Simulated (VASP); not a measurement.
Crystal: Cd.

```xyz
1
Lattice="0.0000 2.0631 2.0631 2.0631 0.0000 2.0631 2.0631 2.0631 0.0000" Properties=species:S:1:pos:R:3 pbc="T T T"
Cd    0.0000    0.0000    0.0000
```

This cell differs from its parent crystal: volume scaled by 0.88.

Base run:

| Item | Value |
| --- | --- |
| Program | VASP 6.6.1 |
| Functional | LDA |
| Potentials or basis | VASP PAW LDA potentials, release 64 (Cd) |
| Cutoff | 520 eV |
| k mesh | 14 × 14 × 14 |
| Occupations | fermi-dirac, width 0.1 eV |
| Spin | no spin polarisation |

Its results: band gap on the k mesh zero (band 6 reaches 5.83 eV, above the bottom of band 7 at 3.49 eV); pressure 14.0 GPa.

Problem. The run is repeated on the same cell with these changes: potentials or basis from VASP PAW LDA potentials, release 64 (Cd) to VASP PAW LDA potentials, release 64 (Cd_sv_GW); cutoff from 520 eV to 540 eV; further incar settings from ALGO = Normal; EDIFF = 1e-06; NBANDS = 12 to ALGO = Normal; EDIFF = 1e-06; NBANDS = 16; valence electrons from 12 to 20. What comes out?

Solution. Band gap on the k mesh zero (band 10 reaches 10.04 eV, above the bottom of band 11 at 7.72 eV); pressure 10.5 GPa.
